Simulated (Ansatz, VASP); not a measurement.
# Two plane-wave programs on Os

```xyz
1
Lattice="-1.5470 1.5470 1.5470 1.5470 -1.5470 1.5470 1.5470 1.5470 -1.5470" Properties=species:S:1:pos:R:3 pbc="T T T"
Os    0.0000    0.0000    0.0000
```

Alike in both runs: task single point; functional PBE; k mesh 18 × 18 × 18; occupations gaussian, width 0.05 eV; non-collinear spin, spin-orbit coupling.

|  | VASP | Ansatz |
| --- | --- | --- |
| version | VASP 6.6.1 | Ansatz 0.2.0 |
| potentials or method | VASP PAW PBE potentials, release 64 (Os), cutoff 520 eV | plane waves, PAW |
| valence electrons in the cell | 8 | 16 |

```csv
,VASP,Ansatz,Ansatz less VASP
pressure (GPa),0.1,0.0,-0.15
net moment per atom (μB),0.00,0.00,0.000
```

VASP's potentials hold 8 valence electrons a cell and Ansatz's 16, so a difference there can come from the potentials and not from the codes.
